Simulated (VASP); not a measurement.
# InSe2 (P4/nmm) in VASP: further runs

Runs on InSe2. Level: PBE. Tasks: single point.

Everything below comes from runs of VASP 6.6.1. Logs are shortened: lines on timing, memory, paths and dates and some standing lists are left out, and cuts for length are marked.

### 1 The cell of the first run

It takes space group P4/nmm (No. 129, tetragonal). The conventional cell has a = 4.198 Å, b = 4.198 Å, c = 9.343 Å, α = 90.00°, β = 90.00°, γ = 90.00°. In (site symmetry 4mm) has 9 Se at 3.04 to 3.48 Å within 4.0 Å. Within 4.0 Å of Se (site symmetry 4mm) lie 5 In at 3.04 to 3.16 Å and 4 Se at 3.89 Å. Within 3.9 Å of Se (site symmetry -4m2) lie 4 Se at 2.97 Å and 4 In at 3.48 Å.

### 2 Single point, PBE (strain +0.080 along x and y, -0.040 along z)

Contents of INCAR:

```
PREC = Accurate ; ENCUT = 520
EDIFF = 1E-6 ; ISMEAR = 0
SIGMA = 0.15 ; LREAL = False
LASPH = True ; NELM = 80
ALGO = Normal ; ISIF = 2
LWAVE = False ; LCHARG = False
GGA = PE ; NBANDS = 34
```

Contents of KPOINTS:

```
regular mesh
0
Gamma
  12 12 6
```

Contents of POSCAR:

```
InSe2
1.0
    4.1983847344      0.0000000000      0.0000000000
    0.0000000000      4.1983847344      0.0000000000
    0.0000000000      0.0000000000      9.3432335618
In Se
2 4
Direct
    0.0000000000      0.5000000000      0.7035851637
    0.5000000000      0.0000000000      0.2964148363
    0.0000000000      0.5000000000      0.3657877574
    0.5000000000      0.0000000000      0.6342122426
    0.0000000000      0.0000000000      0.0000000000
    0.5000000000      0.5000000000      0.0000000000
```

Potentials or basis: VASP PAW PBE potentials, release 64 (In_d, Se).

Run with:

```sh
$ cat potpaw_PBE.64/In_d/POTCAR potpaw_PBE.64/Se/POTCAR > POTCAR
$ mpirun -np 1 vasp_std > vasp.out
```

OUTCAR:

```text
PREC = Accurate
   ENCUT = 520
   EDIFF = 1E-6
   ISMEAR = 0
   LREAL = False
   LASPH = True
   NELM = 80
   ISIF = 2
   GGA = PE

 ion  position               nearest neighbor table
   1  0.000  0.500  0.704-   4 3.04   4 3.04   4 3.04   4 3.04   3 3.16
   2  0.500  0.000  0.296-   3 3.04   3 3.04   3 3.04   3 3.04   4 3.16
   3  0.000  0.500  0.366-   2 3.04   2 3.04   2 3.04   2 3.04   1 3.16
   4  0.500  0.000  0.634-   1 3.04   1 3.04   1 3.04   1 3.04   2 3.16
   5  0.000  0.000  0.000-
   6  0.500  0.500  0.000-

  LATTYP: Found a simple tetragonal cell.
 ALAT       =     4.1983847344
 C/A-ratio  =     2.2254352931

  Lattice vectors:

 A1 = (   4.1983847344,   0.0000000000,   0.0000000000)
 A2 = (   0.0000000000,   4.1983847344,   0.0000000000)
 A3 = (   0.0000000000,   0.0000000000,   9.3432335618)

Analysis of symmetry for initial positions (statically):
=====================================================================
 Subroutine PRICEL returns:
 Original cell was already a primitive cell.

 Routine SETGRP: Setting up the symmetry group for a
 simple tetragonal supercell.

 Subroutine GETGRP returns: Found 16 space group operations
 (whereof  8 operations were pure point group operations)
 out of a pool of 16 trial point group operations.

The static configuration has the point symmetry D_2d.
 The point group associated with its full space group is D_4h.

Analysis of symmetry for dynamics (positions and initial velocities):
=====================================================================
 Subroutine PRICEL returns:
 Original cell was already a primitive cell.

 Routine SETGRP: Setting up the symmetry group for a
 simple tetragonal supercell.

 Subroutine GETGRP returns: Found 16 space group operations
 (whereof  8 operations were pure point group operations)
 out of a pool of 16 trial point group operations.

The dynamic configuration has the point symmetry D_2d.
 The point group associated with its full space group is D_4h.

 Subroutine INISYM returns: Found 16 space group operations
 (whereof  8 operations are pure point group operations),
 and found     1 'primitive' translations

----------------------------------------------------------------------------------------

                                     Primitive cell

  volume of cell :     164.6879

  direct lattice vectors                    reciprocal lattice vectors
     4.198384734  0.000000000  0.000000000     0.238186842  0.000000000  0.000000000
     0.000000000  4.198384734  0.000000000     0.000000000  0.238186842  0.000000000
     0.000000000  0.000000000  9.343233562     0.000000000  0.000000000  0.107029327

  length of vectors
     4.198384734  4.198384734  9.343233562     0.238186842  0.238186842  0.107029327

  position of ions in fractional coordinates (direct lattice)
     0.000000000  0.500000000  0.703585164
     0.500000000  0.000000000  0.296414836
     0.000000000  0.500000000  0.365787757
     0.500000000  0.000000000  0.634212243
     0.000000000  0.000000000  0.000000000
     0.500000000  0.500000000  0.000000000

  ion indices of the primitive-cell ions
   primitive index   ion index
                 1           1
                 2           2
                 3           3
                 4           4
                 5           5
                 6           6

----------------------------------------------------------------------------------------

 KPOINTS: regular mesh

Automatic generation of k-mesh.
 Grid dimensions read from file:
 generate k-points for:   12   12    6

 Generating k-lattice:

  Cartesian coordinates                     Fractional coordinates (reciprocal lattice)
     0.019848903  0.000000000  0.000000000     0.083333333  0.000000000  0.000000000
     0.000000000  0.019848903  0.000000000     0.000000000  0.083333333  0.000000000
     0.000000000  0.000000000  0.017838221     0.000000000  0.000000000  0.166666667

  Length of vectors
     0.019848903  0.019848903  0.017838221

  Shift w.r.t. Gamma in fractional coordinates (k-lattice)
     0.000000000  0.000000000  0.000000000

 Subroutine IBZKPT returns following result:
 ===========================================

 Found    112 irreducible k-points:

 Following reciprocal coordinates:
            Coordinates               Weight
  0.000000  0.000000  0.000000      1.000000
  0.083333  0.000000  0.000000      4.000000
  0.166667  0.000000  0.000000      4.000000
  0.250000  0.000000  0.000000      4.000000
  0.333333  0.000000  0.000000      4.000000
  0.416667  0.000000  0.000000      4.000000
[... 16 lines left out ...]
  0.333333  0.333333  0.000000      4.000000
  0.416667  0.333333  0.000000      8.000000
 [... further k-points ...]
   k-points           NKPTS =    112   k-points in BZ     NKDIM =    112   number of bands    NBANDS=     34
   number of dos      NEDOS =    301   number of ions     NIONS =      6
   total plane-waves  NPLWV =  71680
   dimension x,y,z NGX =    32 NGY =   32 NGZ =   70
   dimension x,y,z NGXF=    64 NGYF=   64 NGZF=  140
   ions per type =               2   4
   NGX,Y,Z   is equivalent  to a cutoff of  12.67, 12.67, 12.46 a.u.
   NGXF,Y,Z  is equivalent  to a cutoff of  25.34, 25.34, 24.91 a.u.
 SYSTEM =  unknown system
   PREC   = accura    normal or accurate (medium, high low for compatibility)
   ISTART =      0    job   : 0-new  1-cont  2-samecut
   ICHARG =      2    charge: 1-file 2-atom 10-const
   ISPIN  =      1    spin polarized calculation?
   LNONCOLLINEAR =      F non collinear calculations
   LSORBIT =      F    spin-orbit coupling
   LASPH  =      T    aspherical Exc in radial PAW
   ENCUT  =  520.0 eV  38.22 Ry    6.18 a.u.   7.81  7.81 17.37*2*pi/ulx,y,z
   NELM   =     80;   NELMIN=  2; NELMDL= -5     # of ELM steps
   EDIFF  = 0.1E-05   stopping-criterion for ELM
   LREAL  =      F    real-space projection
   EDIFFG = 0.1E-04   stopping-criterion for IOM
   NSW    =      0    number of steps for IOM
   IBRION =     -1    ionic relax: 0-MD 1-quasi-New 2-CG
   NFREE  =      0    steps in history (QN), initial steepest desc. (CG)
   ISIF   =      2    stress and relaxation
   ISYM   =      2    0-nonsym 1-usesym 2-fastsym
   POTIM  = 0.5000    time-step for ionic-motion
   TEBEG  =    0.0;   TEEND  =   0.0 temperature during run
   PSTRESS=    0.0 pullay stress
   NELECT =      50.0000    total number of electrons
   NUPDOWN=      -1.0000    fix difference up-down
   EMIN   =  10.00;   EMAX   =-10.00  energy-range for DOS
   EFERMI =   0.00;   METHOD = LEGACY
   ISMEAR =     0;   SIGMA  =   0.15  broadening in eV -4-tet -1-fermi 0-gaus
   EFERMI_NEDOS =   21; number of points for ismear=-14 and -15
   IALGO  =     38    algorithm
   IMIX   =      4    mixing-type and parameters
     AMIX     =   0.40;   BMIX     =  1.00
     AMIX_MAG =   1.60;   BMIX_MAG =  1.00
  volume/ion in A,a.u.               =      27.45       185.23
  Fermi-wavevector in a.u.,A,eV,Ry     =   1.100300  2.079265 16.472017  1.210659
  Thomas-Fermi vector in A             =   2.236708
   LORBIT       =      0    0 simple, 1 ext, 2 COOP (PROOUT), +10 PAW based schemes
   GGA     = PE    functional components
   LHFCALC =     F    Hartree Fock is set to
   AEXX    =    0.0000 exact exchange contribution
   IVDW    =     0    specifies the selected vdW correction
   LEPSILON=     F    determine dielectric tensor
   LRPA    =     F    only Hartree local field effects (RPA)
 non-spin polarized calculation
 Gauss-broadening in eV      SIGMA  =   0.15
  energy-cutoff  :      520.00
  volume of cell :      164.69
 maximum number of plane-waves:      4464
 NGX is ok and might be reduce to    32
   NGX = 15   NGY = 15   NGZ = 35

 number of electron      49.9999995 magnetization

 Free energy of the ion-electron system (eV)
  ---------------------------------------------------
  ext. energy  EPLUGINS =         0.00000000
  ---------------------------------------------------
  free energy    TOTEN  =       -19.52458057 eV

  energy without entropy =      -19.48845556  energy(sigma->0) =      -19.50651806

 E-fermi :   3.5007     XC(G=0):  -9.3671

 val. band max:        3.4964718440   @ k =   0.0833   0.0833   0.5000
 cond. band min:       3.5103827045   @ k =   0.0833   0.0833   0.3333
 fundamental gap:      0.0139108605
 Fermi energy:         3.5007253905

 k-point     1 :       0.0000    0.0000    0.0000
  band No.  band energies     occupation
      1     -10.6816      2.00000
      2     -10.6465      2.00000
      3     -10.5853      2.00000
      4     -10.5817      2.00000
      5     -10.5730      2.00000
      6     -10.5730      2.00000
[... 26 lines left out ...]
     33       9.2573      0.00000
     34       9.4831      0.00000

 k-point     2 :       0.0833    0.0000    0.0000
  band No.  band energies     occupation
      1     -10.6778      2.00000
      2     -10.6428      2.00000
      3     -10.5833      2.00000
      4     -10.5798      2.00000
      5     -10.5742      2.00000
      6     -10.5729      2.00000
[... 26 lines left out ...]
     33       9.3969      0.00000
     34       9.4680      0.00000

 k-point     3 :       0.1667    0.0000    0.0000
  band No.  band energies     occupation
      1     -10.6677      2.00000
      2     -10.6333      2.00000
      3     -10.5787      2.00000
      4     -10.5764      2.00000
      5     -10.5758      2.00000
      6     -10.5732      2.00000
[... 26 lines left out ...]
     33       9.4194      0.00000
     34       9.5677      0.00000

 k-point     4 :       0.2500    0.0000    0.0000
  band No.  band energies     occupation
      1     -10.6539      2.00000
      2     -10.6219      2.00000
      3     -10.5847      2.00000
      4     -10.5829      2.00000
      5     -10.5734      2.00000
      6     -10.5688      2.00000
[... 26 lines left out ...]
     33       9.1649      0.00000
     34       9.1947      0.00000

 k-point     5 :       0.3333    0.0000    0.0000
  band No.  band energies     occupation
      1     -10.6396      2.00000
      2     -10.6120      2.00000
      3     -10.5948      2.00000
      4     -10.5881      2.00000
      5     -10.5769      2.00000
      6     -10.5754      2.00000
[... 621 lines left out ...]
 k-point    22 :       0.5000    0.2500    0.0000
  band No.  band energies     occupation
      1     -10.6666      2.00000
      2     -10.6666      2.00000
      3     -10.5956      2.00000
      4     -10.5956      2.00000
      5     -10.5884      2.00000
      6     -10.5884      2.00000
[... 26 lines left out ...]
     33       9.0963      0.00000
     34       9.0963      0.00000

 k-point    23 :       0.3333    0.3333    0.0000
  band No.  band energies     occupation
      1     -10.6804      2.00000
      2     -10.6681      2.00000
      3     -10.5981      2.00000
      4     -10.5925      2.00000
      5     -10.5864      2.00000
      6     -10.5860      2.00000
[... 26 lines left out ...]
     33       8.6000      0.00000
     34      10.0017      0.00000

 k-point    24 :       0.4167    0.3333    0.0000
  band No.  band energies     occupation
      1     -10.6930      2.00000
      2     -10.6875      2.00000
      3     -10.5980      2.00000
      4     -10.5956      2.00000
      5     -10.5848      2.00000
      6     -10.5843      2.00000
[... 26 lines left out ...]
     33       9.1342      0.00000
     34       9.9311      0.00000

 [... further k-points ...]
[... 5 lines left out ...]
  --------------------------------------------------------------------------------------
  -------------------------------------------------------------------------------------
  Total       -9.1286147     -9.1286147     -1.4903004      0.0000000     -0.0000000      0.0000000
  in kB      -88.8083466    -88.8083466    -14.4984883      0.0000000     -0.0000000      0.0000000
  external PRESSURE =     -64.0383939 kB  Pullay stress =       0.0000000 kB

 VOLUME and BASIS-vectors are now :
 -----------------------------------------------------------------------------
  energy-cutoff  :      520.00
  volume of cell :      164.69
      direct lattice vectors                 reciprocal lattice vectors
     4.198384734  0.000000000  0.000000000     0.238186842  0.000000000  0.000000000
     0.000000000  4.198384734  0.000000000     0.000000000  0.238186842  0.000000000
     0.000000000  0.000000000  9.343233562     0.000000000  0.000000000  0.107029327

 POSITION                                       TOTAL-FORCE (eV/Angst)
 -----------------------------------------------------------------------------------
      0.00000      2.09919      6.57376        -0.000000      0.000000     -0.462513
      2.09919      0.00000      2.76947         0.000000     -0.000000      0.462513
      0.00000      2.09919      3.41764        -0.000000      0.000000      0.019030
      2.09919      0.00000      5.92559        -0.000000     -0.000000     -0.019030
      0.00000      0.00000      0.00000         0.000000     -0.000000      0.000000
      2.09919      2.09919      0.00000        -0.000000      0.000000      0.000000
 -----------------------------------------------------------------------------------
    total drift:                                0.000000      0.000000      0.000000

  FREE ENERGIE OF THE ION-ELECTRON SYSTEM (eV)
  ---------------------------------------------------
  free  energy   TOTEN  =       -19.5245805722 eV

  energy  without entropy=      -19.4884555556  energy(sigma->0) =      -19.50651806
```

It took 12 min on 1 thread of Oxide Virtual Turin-like, shared host; peak memory 0.58 GiB.

Results:

| Quantity | Value |
| --- | --- |
| Free energy | -19.5246 eV |
| Pressure | -6.4 GPa |
| Largest force | 0.463 eV/Å |
| Band gap on the k mesh | zero (band 25 reaches 4.06 eV, above the bottom of band 26 at 2.60 eV) |

Forces in eV/Å, atoms in the order of the input:
```
In   0.000  0.000 -0.463
In   0.000  0.000  0.463
Se   0.000  0.000  0.019
Se   0.000  0.000 -0.019
Se   0.000  0.000  0.000
Se   0.000  0.000  0.000
```

Caveat: the cell differs from its parent crystal (strain +0.080 along x and y, -0.040 along z); spin-orbit coupling is left out, which moves the levels of the heavy elements.

[end of part 1 of 2]
